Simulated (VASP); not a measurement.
# B (P6/mmm) in VASP: notebook

The runs below take B through single point, with PBEsol.

All numbers are computed with VASP 6.6.1; they aren't measurements. Logs are shortened: lines on timing, memory, paths and dates and some standing lists are left out, and cuts for length are marked.

**1. The cell of the first run**

It takes space group P6/mmm (No. 191, hexagonal). The conventional cell has a = 1.651 Å, b = 1.651 Å, c = 3.690 Å, α = 90.00°, β = 90.00°, γ = 120.00°. B (site symmetry 6/mmm) has 6 B at 1.65 Å within 2.2 Å.

**2. Single point, PBEsol (strain -0.030 along x and y, +0.015 along z)**

INCAR

```
SYSTEM = B
PREC     = Accurate       ! precision mode
ENCUT    = 520            ! plane-wave cutoff, eV
EDIFF    = 1E-6           ! SCF threshold, eV
ISMEAR   = 0              ! smearing method
SIGMA    = 0.15           ! smearing width, eV
LREAL    = .False.        ! projectors in reciprocal space
LASPH    = .True.         ! aspherical terms in the spheres
NELM     = 100            ! most SCF steps
ALGO     = Normal         ! electronic algorithm
ISIF     = 2              ! what is computed and relaxed
LWAVE    = .False.        ! write WAVECAR
LCHARG   = .False.        ! write CHGCAR
GGA      = PS             ! functional
NBANDS   = 8              ! bands
```

KPOINTS

```
Automatic mesh
0
Gamma
  33 33 14
  0 0 0
```

POSCAR

```
B
1.0
    1.6513605685      0.0000000000      0.0000000000
   -0.8256802843      1.4301202032      0.0000000000
    0.0000000000      0.0000000000      3.6899541928
B
1
Direct
    0.0000000000      0.0000000000      0.0000000000
```

Potentials or basis: VASP PAW PBE potentials, release 64 (B).

Run with:

```
> cat potpaw_PBE.64/B/POTCAR > POTCAR
> mpirun -np 1 vasp_std > vasp.out
```

OUTCAR:

```text
SYSTEM = B
   PREC = Accurate
   ENCUT = 520
   EDIFF = 1E-6
   ISMEAR = 0
   LREAL = .False.
   LASPH = .True.
   NELM = 100
   ISIF = 2
   GGA = PS

 ion  position               nearest neighbor table
   1  0.000  0.000  0.000-

  LATTYP: Found a hexagonal cell.
 ALAT       =     1.6513605685
 C/A-ratio  =     2.2344933403

  Lattice vectors:

 A1 = (   1.6513605685,   0.0000000000,   0.0000000000)
 A2 = (  -0.8256802843,   1.4301202032,   0.0000000000)
 A3 = (   0.0000000000,   0.0000000000,   3.6899541928)

Analysis of symmetry for initial positions (statically):
=====================================================================
 Subroutine PRICEL returns:
 Original cell was already a primitive cell.

 Routine SETGRP: Setting up the symmetry group for a
 hexagonal supercell.

 Subroutine GETGRP returns: Found 24 space group operations
 (whereof 24 operations were pure point group operations)
 out of a pool of 24 trial point group operations.

The static configuration has the point symmetry D_6h.

Analysis of symmetry for dynamics (positions and initial velocities):
=====================================================================
 Subroutine PRICEL returns:
 Original cell was already a primitive cell.

 Routine SETGRP: Setting up the symmetry group for a
 hexagonal supercell.

 Subroutine GETGRP returns: Found 24 space group operations
 (whereof 24 operations were pure point group operations)
 out of a pool of 24 trial point group operations.

The dynamic configuration has the point symmetry D_6h.

 Subroutine INISYM returns: Found 24 space group operations
 (whereof 24 operations are pure point group operations),
 and found     1 'primitive' translations

----------------------------------------------------------------------------------------

                                     Primitive cell

  volume of cell :       8.7144

  direct lattice vectors                    reciprocal lattice vectors
     1.651360568  0.000000000  0.000000000     0.605561268  0.349620961  0.000000000
    -0.825680284  1.430120203  0.000000000     0.000000000  0.699241922  0.000000000
     0.000000000  0.000000000  3.689954193     0.000000000  0.000000000  0.271006074

  length of vectors
     1.651360568  1.651360569  3.689954193     0.699241922  0.699241922  0.271006074

  position of ions in fractional coordinates (direct lattice)
     0.000000000  0.000000000  0.000000000

  ion indices of the primitive-cell ions
   primitive index   ion index
                 1           1

----------------------------------------------------------------------------------------

 KPOINTS: Automatic mesh

Automatic generation of k-mesh.
 Grid dimensions read from file:
 generate k-points for:   33   33   14

 Generating k-lattice:

  Cartesian coordinates                     Fractional coordinates (reciprocal lattice)
     0.018350341  0.010594575  0.000000000     0.030303030 -0.000000000  0.000000000
     0.000000000  0.021189149  0.000000000     0.000000000  0.030303030  0.000000000
     0.000000000  0.000000000  0.019357577     0.000000000  0.000000000  0.071428571

  Length of vectors
     0.021189149  0.021189149  0.019357577

  Shift w.r.t. Gamma in fractional coordinates (k-lattice)
     0.000000000  0.000000000  0.000000000

 Subroutine IBZKPT returns following result:
 ===========================================

 Found    864 irreducible k-points:

 Following reciprocal coordinates:
            Coordinates               Weight
  0.000000  0.000000  0.000000      1.000000
  0.030303  0.000000  0.000000      6.000000
  0.060606  0.000000  0.000000      6.000000
  0.090909  0.000000  0.000000      6.000000
  0.121212  0.000000  0.000000      6.000000
  0.151515  0.000000  0.000000      6.000000
[... 16 lines left out ...]
  0.181818  0.030303  0.000000     12.000000
  0.212121  0.030303  0.000000     12.000000
 [... further k-points ...]
   k-points           NKPTS =    864   k-points in BZ     NKDIM =    864   number of bands    NBANDS=      8
   number of dos      NEDOS =    301   number of ions     NIONS =      1
   total plane-waves  NPLWV =   4032
   dimension x,y,z NGX =    12 NGY =   12 NGZ =   28
   dimension x,y,z NGXF=    24 NGYF=   24 NGZF=   56
   ions per type =               1
   NGX,Y,Z   is equivalent  to a cutoff of  12.08, 12.08, 12.62 a.u.
   NGXF,Y,Z  is equivalent  to a cutoff of  24.16, 24.16, 25.23 a.u.
 SYSTEM =  B
   PREC   = accura    normal or accurate (medium, high low for compatibility)
   ISTART =      0    job   : 0-new  1-cont  2-samecut
   ICHARG =      2    charge: 1-file 2-atom 10-const
   ISPIN  =      1    spin polarized calculation?
   LNONCOLLINEAR =      F non collinear calculations
   LSORBIT =      F    spin-orbit coupling
   LASPH  =      T    aspherical Exc in radial PAW
   ENCUT  =  520.0 eV  38.22 Ry    6.18 a.u.   3.07  3.07  6.86*2*pi/ulx,y,z
   NELM   =    100;   NELMIN=  2; NELMDL= -5     # of ELM steps
   EDIFF  = 0.1E-05   stopping-criterion for ELM
   LREAL  =      F    real-space projection
   EDIFFG = 0.1E-04   stopping-criterion for IOM
   NSW    =      0    number of steps for IOM
   IBRION =     -1    ionic relax: 0-MD 1-quasi-New 2-CG
   NFREE  =      0    steps in history (QN), initial steepest desc. (CG)
   ISIF   =      2    stress and relaxation
   ISYM   =      2    0-nonsym 1-usesym 2-fastsym
   POTIM  = 0.5000    time-step for ionic-motion
   TEBEG  =    0.0;   TEEND  =   0.0 temperature during run
   PSTRESS=    0.0 pullay stress
   NELECT =       3.0000    total number of electrons
   NUPDOWN=      -1.0000    fix difference up-down
   EMIN   =  10.00;   EMAX   =-10.00  energy-range for DOS
   EFERMI =   0.00;   METHOD = LEGACY
   ISMEAR =     0;   SIGMA  =   0.15  broadening in eV -4-tet -1-fermi 0-gaus
   EFERMI_NEDOS =   21; number of points for ismear=-14 and -15
   IALGO  =     38    algorithm
   IMIX   =      4    mixing-type and parameters
     AMIX     =   0.40;   BMIX     =  1.00
     AMIX_MAG =   1.60;   BMIX_MAG =  1.00
  volume/ion in A,a.u.               =       8.71        58.81
  Fermi-wavevector in a.u.,A,eV,Ry     =   1.147370  2.168215 17.911493  1.316458
  Thomas-Fermi vector in A             =   2.284050
   LORBIT       =      0    0 simple, 1 ext, 2 COOP (PROOUT), +10 PAW based schemes
   GGA     = PS    functional components
   LHFCALC =     F    Hartree Fock is set to
   AEXX    =    0.0000 exact exchange contribution
   IVDW    =     0    specifies the selected vdW correction
   LEPSILON=     F    determine dielectric tensor
   LRPA    =     F    only Hartree local field effects (RPA)
 non-spin polarized calculation
 Gauss-broadening in eV      SIGMA  =   0.15
  energy-cutoff  :      520.00
  volume of cell :        8.71
 maximum number of plane-waves:       249
   NGX =  7   NGY =  7   NGZ = 13

 number of electron       3.0000000 magnetization

 Free energy of the ion-electron system (eV)
  ---------------------------------------------------
  ext. energy  EPLUGINS =         0.00000000
  ---------------------------------------------------
  free energy    TOTEN  =        -6.24784322 eV

  energy without entropy =       -6.24491467  energy(sigma->0) =       -6.24637894

 E-fermi :   5.6871     XC(G=0): -10.2999

 val. band max:        5.6859869508   @ k =   0.3030   0.2727   0.2857
 cond. band min:       5.6962743211   @ k =   0.3030   0.2727   0.3571
 fundamental gap:      0.0102873703
 Fermi energy:         5.6871409616

 k-point     1 :       0.0000    0.0000    0.0000
  band No.  band energies     occupation
      1     -12.2840      2.00000
      2      -1.9792      2.00000
      3       7.3643      0.00000
      4      30.3205      0.00000
      5      32.6957      0.00000
      6      32.6957      0.00000
      7      36.0389      0.00000
      8      54.6372      0.00000

 k-point     2 :       0.0303    0.0000    0.0000
  band No.  band energies     occupation
      1     -12.2403      2.00000
      2      -1.9145      2.00000
      3       7.4205      0.00000
      4      30.3749      0.00000
      5      32.3539      0.00000
      6      32.5392      0.00000
      7      36.2729      0.00000
      8      53.1888      0.00000

 k-point     3 :       0.0606    0.0000    0.0000
  band No.  band energies     occupation
      1     -12.1092      2.00000
      2      -1.7205      2.00000
      3       7.5889      0.00000
      4      30.5368      0.00000
      5      31.4870      0.00000
      6      32.0945      0.00000
      7      36.8003      0.00000
      8      51.0164      0.00000

 k-point     4 :       0.0909    0.0000    0.0000
  band No.  band energies     occupation
      1     -11.8910      2.00000
      2      -1.3974      2.00000
      3       7.8689      0.00000
      4      30.2785      0.00000
      5      30.8021      0.00000
      6      31.4239      0.00000
      7      37.3941      0.00000
      8      49.1675      0.00000

 k-point     5 :       0.1212    0.0000    0.0000
  band No.  band energies     occupation
      1     -11.5865      2.00000
      2      -0.9457      2.00000
      3       8.2588      0.00000
      4      28.8008      0.00000
      5      30.6022      0.00000
      6      31.1622      0.00000
      7      37.9375      0.00000
      8      47.8412      0.00000
[... 177 lines left out ...]
 k-point    22 :       0.1515    0.0303    0.0000
  band No.  band energies     occupation
      1     -10.9379      2.00000
      2       0.0191      2.00000
      3       9.0843      0.00000
      4      26.1792      0.00000
      5      28.9364      0.00000
      6      31.8763      0.00000
      7      38.7549      0.00000
      8      46.8578      0.00000

 k-point    23 :       0.1818    0.0303    0.0000
  band No.  band energies     occupation
      1     -10.4236      2.00000
      2       0.7877      2.00000
      3       9.7283      0.00000
      4      24.2485      0.00000
      5      28.0232      0.00000
      6      32.3621      0.00000
      7      39.0938      0.00000
      8      46.3848      0.00000

 k-point    24 :       0.2121    0.0303    0.0000
  band No.  band energies     occupation
      1      -9.8299      2.00000
      2       1.6801      2.00000
      3      10.4489      0.00000
      4      22.2741      0.00000
      5      27.1470      0.00000
      6      32.7683      0.00000
      7      39.3960      0.00000
      8      43.6055      0.00000

 [... further k-points ...]
[... 5 lines left out ...]
  --------------------------------------------------------------------------------------
  -------------------------------------------------------------------------------------
  Total        1.7408036      1.7408036     -0.0590707     -0.0000000     -0.0000000      0.0000000
  in kB      320.0552382    320.0552382    -10.8604291     -0.0000000     -0.0000000      0.0000000
  external PRESSURE =     209.7500158 kB  Pullay stress =       0.0000000 kB

 VOLUME and BASIS-vectors are now :
 -----------------------------------------------------------------------------
  energy-cutoff  :      520.00
  volume of cell :        8.71
      direct lattice vectors                 reciprocal lattice vectors
     1.651360568  0.000000000  0.000000000     0.605561268  0.349620961  0.000000000
    -0.825680284  1.430120203  0.000000000     0.000000000  0.699241922  0.000000000
     0.000000000  0.000000000  3.689954193     0.000000000  0.000000000  0.271006074

 POSITION                                       TOTAL-FORCE (eV/Angst)
 -----------------------------------------------------------------------------------
      0.00000      0.00000      0.00000         0.000000      0.000000      0.000000
 -----------------------------------------------------------------------------------
    total drift:                                0.000000     -0.000000     -0.000000

  FREE ENERGIE OF THE ION-ELECTRON SYSTEM (eV)
  ---------------------------------------------------
  free  energy   TOTEN  =        -6.2478432176 eV

  energy  without entropy=       -6.2449146717  energy(sigma->0) =       -6.24637894
```

It took 27 s on 1 thread of Intel Xeon 6975P-C, shared host; peak memory 0.15 GiB.

Results:

```
Free energy : -6.2478 eV
Pressure    : 21.0 GPa
```

Caveat: the cell differs from its parent crystal (strain -0.030 along x and y, +0.015 along z); the PAW data sets were made with another functional, which shifts forces and pressure a little.

**3. Single point, PBEsol (strain -0.015 along x and y, -0.015 along z)**

INCAR

```
SYSTEM = B
  PREC = Accurate
  ENCUT = 520
  EDIFF = 1E-6
  ISMEAR = 0
  SIGMA = 0.15
  LREAL = .False.
  LASPH = .True.
  NELM = 80
  ALGO = Normal
  ISIF = 2
  LWAVE = .False.
  LCHARG = .False.
  GGA = PS
  NBANDS = 8
```

KPOINTS

```
regular mesh
0
Gamma
  33 33 14
  0 0 0
```

POSCAR

```
B
1.0
    1.6768970722      0.0000000000      0.0000000000
   -0.8384485361      1.4522354640      0.0000000000
    0.0000000000      0.0000000000      3.5808915072
B
1
Direct
    0.0000000000      0.0000000000      0.0000000000
```

Potentials or basis: VASP PAW PBE potentials, release 64 (B).

Run with:

```
> cat potpaw_PBE.64/B/POTCAR > POTCAR
> mpirun -np 1 vasp_std > vasp.out
```

Wall time 27 s (1 thread of Intel Xeon 6975P-C, shared host); peak memory 0.15 GiB.

The run converged. Its results:

```yaml
Free_energy: -6.2899 eV
Pressure: 11.1 GPa
```

Stress tensor (GPa, compression positive):
```
16.90  0.00  0.00
 0.00 16.90  0.00
 0.00  0.00 -0.43
```

Levels at points of the mesh, in eV from the Fermi level:
```csv
k point,band 1,band 2,band 3,band 4,band 5,band 6,band 7
"(0.00, 0.00, 0.00)",-17.65,-7.11,2.02,25.91,25.91,26.67,32.65
"(0.00, 0.00, 0.50)",-17.29,-9.16,8.93,13.94,25.91,25.91,47.18
```

Caveat: the cell differs from its parent crystal (strain -0.015 along x and y, -0.015 along z); the PAW data sets were made with another functional, which shifts forces and pressure a little.

**4. Single point, PBEsol (strain -0.030 along x and y, +0.030 along z)**

INCAR

```
SYSTEM = B
PREC = Accurate
ENCUT = 520
EDIFF = 1E-7
ISMEAR = 0
SIGMA = 0.15
LREAL = .FALSE.
LASPH = .TRUE.
NELM = 60
ALGO = Normal
ISIF = 2
LWAVE = .FALSE.
LCHARG = .FALSE.
GGA = PS
NBANDS = 8
```

KPOINTS

```
regular mesh
0
G
  33 33 14
  0 0 0
```

POSCAR

```
B
1.0
    1.6513605685      0.0000000000      0.0000000000
   -0.8256802843      1.4301202032      0.0000000000
    0.0000000000      0.0000000000      3.7444855355
B
1
Direct
    0.0000000000      0.0000000000      0.0000000000
```

Potentials or basis: VASP PAW PBE potentials, release 64 (B).

Run with:

```
> cat potpaw_PBE.64/B/POTCAR > POTCAR
> mpirun -np 1 vasp_std > vasp.out
```

OUTCAR:

```text
SYSTEM = B
   PREC = Accurate
   ENCUT = 520
   EDIFF = 1E-7
   ISMEAR = 0
   LREAL = .FALSE.
   LASPH = .TRUE.
   NELM = 60
   ISIF = 2
   GGA = PS

 ion  position               nearest neighbor table
   1  0.000  0.000  0.000-

  LATTYP: Found a hexagonal cell.
 ALAT       =     1.6513605685
 C/A-ratio  =     2.2675154094

  Lattice vectors:

 A1 = (   1.6513605685,   0.0000000000,   0.0000000000)
[... 190 lines left out ...]
      7      34.9454      0.00000
      8      54.5111      0.00000
[... 243 lines left out ...]
 k-point    24 :       0.2121    0.0303    0.0000
  band No.  band energies     occupation
      1      -9.9492      2.00000
      2       1.4794      2.00000
      3      10.2824      0.00000
      4      22.0910      0.00000
      5      27.0070      0.00000
      6      31.9302      0.00000
      7      38.5212      0.00000
      8      43.2103      0.00000

 [... further k-points ...]
[... 5 lines left out ...]
  --------------------------------------------------------------------------------------
  -------------------------------------------------------------------------------------
  Total        1.7407533      1.7407533     -0.0687456     -0.0000000     -0.0000000      0.0000000
  in kB      315.3851137    315.3851137    -12.4551410     -0.0000000     -0.0000000      0.0000000
  external PRESSURE =     206.1050288 kB  Pullay stress =       0.0000000 kB

 VOLUME and BASIS-vectors are now :
 -----------------------------------------------------------------------------
  energy-cutoff  :      520.00
  volume of cell :        8.84
      direct lattice vectors                 reciprocal lattice vectors
     1.651360568  0.000000000  0.000000000     0.605561268  0.349620961  0.000000000
    -0.825680284  1.430120203  0.000000000     0.000000000  0.699241922  0.000000000
     0.000000000  0.000000000  3.744485535     0.000000000  0.000000000  0.267059384

 POSITION                                       TOTAL-FORCE (eV/Angst)
 -----------------------------------------------------------------------------------
      0.00000      0.00000      0.00000        -0.000000      0.000000      0.000000
 -----------------------------------------------------------------------------------
    total drift:                               -0.000000     -0.000000     -0.000000

  FREE ENERGIE OF THE ION-ELECTRON SYSTEM (eV)
  ---------------------------------------------------
  free  energy   TOTEN  =        -6.2470076003 eV

  energy  without entropy=       -6.2441238229  energy(sigma->0) =       -6.24556571
```

OSZICAR:

```text
N       E                     dE             d eps       ncg     rms          rms(c)
DAV:   1    -0.239632416859E+01   -0.23963E+01   -0.15652E+03 14512   0.293E+02
DAV:   2    -0.684965489079E+01   -0.44533E+01   -0.41556E+01 19096   0.467E+01
DAV:   3    -0.685908653641E+01   -0.94316E-02   -0.94259E-02 15504   0.240E+00
DAV:   4    -0.685909023054E+01   -0.36941E-05   -0.36941E-05 21184   0.421E-02
DAV:   5    -0.685909023121E+01   -0.66279E-09   -0.61140E-09 15560   0.283E-04    0.363E+00
DAV:   6    -0.639646102235E+01    0.46263E+00   -0.40927E-01 14712   0.246E+00    0.204E+00
DAV:   7    -0.624702534713E+01    0.14944E+00   -0.47070E-01 15288   0.256E+00    0.412E-01
DAV:   8    -0.624943955642E+01   -0.24142E-02   -0.19712E-02 15136   0.584E-01    0.197E-01
DAV:   9    -0.624706296345E+01    0.23766E-02   -0.46921E-03 15176   0.264E-01    0.308E-02
DAV:  10    -0.624701398241E+01    0.48981E-04   -0.13624E-04 17808   0.520E-02    0.935E-03
DAV:  11    -0.624700754923E+01    0.64332E-05   -0.22076E-05 16512   0.190E-02    0.112E-03
DAV:  12    -0.624700760031E+01   -0.51076E-07   -0.58078E-08 15984   0.201E-03
   1 F= -.62470076E+01 E0= -.62455657E+01  d E =-.288378E-02
```

Run time: 27 s. Hardware: 1 thread of Intel Xeon 6975P-C, shared host; peak memory 0.15 GiB.

Results:

```yaml
Free_energy: -6.2470 eV
Pressure: 20.6 GPa
```

Levels at points of the mesh, in eV from the Fermi level:
```
           k point  band 1  band 2  band 3  band 4  band 5
(0.00, 0.00, 0.00)  -17.95   -7.74    1.61   23.78   27.01
(0.00, 0.00, 0.50)  -17.71   -9.29    7.65   12.17   27.01
```

Caveat: the cell differs from its parent crystal (strain -0.030 along x and y, +0.030 along z); the PAW data sets were made with another functional, which shifts forces and pressure a little.

**5. The runs side by side**

| cell | gap on the mesh (eV) | pressure (GPa) |
| --- | --- | --- |
| a = 1.651, b = 1.651, c = 3.690 Å, angles 90.0, 90.0, 120.0°, 1 atom | none | 21.0 |
| a = 1.677, b = 1.677, c = 3.581 Å, angles 90.0, 90.0, 120.0°, 1 atom | none | 11.1 |
| a = 1.651, b = 1.651, c = 3.744 Å, angles 90.0, 90.0, 120.0°, 1 atom | none | 20.6 |

Alike in all rows: task single point; level PBEsol; potentials or basis VASP PAW PBE potentials, release 64 (B); no spin polarisation; k mesh 33 × 33 × 14; cutoff (eV) 520; smearing gaussian 0.15 eV.

Caveats: the PAW data sets were made with another functional, which shifts forces and pressure a little.

Total energies depend on the potentials used, so only differences within one code and one set of settings carry meaning.
